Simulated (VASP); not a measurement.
# KBr (Pm-3m) in VASP: a series of runs, part 2 of 2

VASP 6.6.1.

## 3. Relaxation of cell and atoms, HSE06

This run uses another cell than the first one, of 31.44 Å³/atom.

Contents of POSCAR:

```
KBr
1.0
    3.9763218224      0.0000000000      0.0000000000
    0.0000000000      3.9763218224      0.0000000000
    0.0000000000      0.0000000000      3.9763218224
K Br
1 1
Direct
    0.0000000000      0.0000000000      0.0000000000
    0.5000000000      0.5000000000      0.5000000000
```

Contents of INCAR.step1:

```
ALGO = Normal
EDIFF = 1E-5
ENCUT = 600
GGA = PE
ISMEAR = -1
LASPH = T
LCHARG = F
LREAL = F
LWAVE = T
NBANDS = 15
NELM = 80
PREC = Accurate
SIGMA = 0.02
```

Contents of INCAR.step2:

```
ALGO = Normal
EDIFF = 1E-7
EDIFFG = -0.005
ENCUT = 600
GGA = PE
HFSCREEN = 0.2079
IBRION = 2
ISIF = 3
ISMEAR = -1
ISTART = 1
LASPH = T
LCHARG = F
LHFCALC = T
LREAL = F
LWAVE = F
NELM = 80
NSW = 80
PREC = Accurate
PRECFOCK = Normal
SIGMA = 0.02
```

Contents of KPOINTS:

```
k-points
0
Gamma
  4 4 4
```

Potentials or basis: VASP PAW PBE potentials, release 64 (K_sv, Br).

Run with:

```
$ cat potpaw_PBE.64/K_sv/POTCAR potpaw_PBE.64/Br/POTCAR > POTCAR
$ cp INCAR.step1 INCAR
$ mpirun -np 1 vasp_std > vasp.out
$ cp INCAR.step2 INCAR
$ mpirun -np 1 vasp_std > vasp.out
```

OUTCAR:

```text
EDIFF = 1E-7
   EDIFFG = -0.005
   ENCUT = 600
   GGA = PE
   HFSCREEN = 0.2079
   IBRION = 2
   ISIF = 3
   ISMEAR = -1
   ISTART = 1
   LASPH = T
   LHFCALC = T
   LREAL = F
   NELM = 80
   NSW = 80
   PREC = Accurate
   PRECFOCK = Normal

 ion  position               nearest neighbor table
   1  0.000  0.000  0.000-
   2  0.500  0.500  0.500-

  LATTYP: Found a simple cubic cell.
 ALAT       =     3.9763218224

  Lattice vectors:

 A1 = (   3.9763218224,   0.0000000000,   0.0000000000)
 A2 = (   0.0000000000,   3.9763218224,   0.0000000000)
 A3 = (   0.0000000000,   0.0000000000,   3.9763218224)

Analysis of symmetry for initial positions (statically):
=====================================================================
 Subroutine PRICEL returns:
 Original cell was already a primitive cell.

 Routine SETGRP: Setting up the symmetry group for a
 simple cubic supercell.

 Subroutine GETGRP returns: Found 48 space group operations
 (whereof 48 operations were pure point group operations)
 out of a pool of 48 trial point group operations.

[... 147 lines left out ...]

 number of electron      15.9999995 magnetization

 Free energy of the ion-electron system (eV)
  ---------------------------------------------------
  ext. energy  EPLUGINS =         0.00000000
  ---------------------------------------------------
  free energy    TOTEN  =        -7.02376407 eV

  energy without entropy =       -7.02376407  energy(sigma->0) =       -7.02376407

------------------------ aborting loop because EDIFF is reached ----------------------------------------

  FORCE on cell =-STRESS in cart. coord.  units (eV):
  Direction    XX          YY          ZZ          XY          YZ          ZX
  --------------------------------------------------------------------------------------
  -------------------------------------------------------------------------------------
  Total        0.2090490      0.2090490      0.2090490     -0.0000000      0.0000000      0.0000000
  in kB        5.3273861      5.3273861      5.3273861     -0.0000000      0.0000000      0.0000000
  external PRESSURE =       5.3273861 kB  Pullay stress =       0.0000000 kB
[... 95 lines left out ...]
--------------------------------------- Ionic step        4  -------------------------------------------

 number of electron      15.9999996 magnetization

 Free energy of the ion-electron system (eV)
  ---------------------------------------------------
  ext. energy  EPLUGINS =         0.00000000
  ---------------------------------------------------
  free energy    TOTEN  =        -7.02680702 eV

  energy without entropy =       -7.02680702  energy(sigma->0) =       -7.02680702

 E-fermi :  -1.0111     XC(G=0):  -6.6101

 val. band max:       -1.4850594935   @ k =   0.5000   0.5000   0.0000
 cond. band min:       3.6012113845   @ k =   0.0000   0.0000   0.0000
 fundamental gap:      5.0862708780
 Fermi energy:        -1.0110515780

 k-point     1 :       0.0000    0.0000    0.0000
  band No.  band energies     occupation
      1     -32.3751      2.00000
      2     -15.3808      2.00000
      3     -14.4437      2.00000
      4     -14.4437      2.00000
      5     -14.4437      2.00000
      6      -1.7733      2.00000
      7      -1.7733      2.00000
      8      -1.7733      2.00000
      9       3.6012      0.00000
     10       5.5950      0.00000
     11       5.5950      0.00000
     12       9.8815      0.00000
[... 162 lines left out ...]
  FREE ENERGIE OF THE ION-ELECTRON SYSTEM (eV)
  ---------------------------------------------------
  free  energy   TOTEN  =        -7.0268070239 eV

  energy  without entropy=       -7.0268070239  energy(sigma->0) =       -7.02680702

 reached required accuracy - stopping structural energy minimisation
```

OSZICAR.step1:

```text
N       E                     dE             d eps       ncg     rms          rms(c)
DAV:   1     0.104610387515E+03    0.10461E+03   -0.73817E+03   300   0.105E+03
DAV:   2     0.238993697519E+00   -0.10437E+03   -0.96251E+02   391   0.248E+02
DAV:   3    -0.597937003832E+01   -0.62184E+01   -0.61852E+01   412   0.517E+01
DAV:   4    -0.625707315219E+01   -0.27770E+00   -0.27766E+00   416   0.922E+00
DAV:   5    -0.625946897949E+01   -0.23958E-02   -0.23957E-02   440   0.102E+00    0.279E+00
DAV:   6    -0.609022641434E+01    0.16924E+00   -0.14649E-01   356   0.224E+00    0.208E+00
DAV:   7    -0.606211849925E+01    0.28108E-01   -0.88772E-02   384   0.192E+00    0.975E-01
DAV:   8    -0.606494850582E+01   -0.28300E-02   -0.13515E-02   368   0.845E-01    0.963E-02
DAV:   9    -0.606517774456E+01   -0.22924E-03   -0.40015E-04   398   0.162E-01    0.777E-02
DAV:  10    -0.606531709350E+01   -0.13935E-03   -0.17544E-04   314   0.946E-02    0.124E-02
DAV:  11    -0.606532102828E+01   -0.39348E-05   -0.10589E-05   306   0.243E-02
   1 F= -.60653210E+01 E0= -.60653210E+01  d E =-.155118E-12
```

Wall time 11 min (1 thread of Intel Xeon 6975P-C (Granite Rapids), shared host); peak memory 0.3 GiB.

Results:

| Item | Value |
| --- | --- |
| Free energy | -7.0268 eV |
| Relaxed volume | 32.38 Å³/atom |
| Relaxed cell | a = 4.016 Å, b = 4.016 Å, c = 4.016 Å, α = 90.00°, β = 90.00°, γ = 90.00° |
| Space group after relaxing (to 0.1 Å) | Pm-3m (No. 221) |
| Energy gained by relaxing | 1.5 meV/atom |
| Ionic steps | 4 |
| Pressure after relaxing | 0.0 GPa |
| Band gap on the k mesh | 5.09 eV (least direct gap 5.37 eV) |

The path:
```csv
step,energy change (eV),largest force (eV/Å),pressure (GPa),volume (Å³)
1,0.0000,0.0000,0.53,62.87
2,-0.0023,0.0000,0.25,63.83
3,-0.0030,0.0000,-0.04,64.90
4,-0.0030,0.0000,0.00,64.77
```

Final structure:
```cif
data_structure
_symmetry_space_group_name_H-M 'P 1'
_symmetry_Int_Tables_number 1
_cell_length_a 4.0159
_cell_length_b 4.0159
_cell_length_c 4.0159
_cell_angle_alpha 90.000
_cell_angle_beta 90.000
_cell_angle_gamma 90.000
_cell_volume 64.77
loop_
_atom_site_label
_atom_site_type_symbol
_atom_site_fract_x
_atom_site_fract_y
_atom_site_fract_z
_atom_site_occupancy
K1 K 0.00000 0.00000 0.00000 1
Br1 Br 0.50000 0.50000 0.50000 1
```

Caveat: the PAW data sets were made with another functional, which shifts forces and pressure a little.
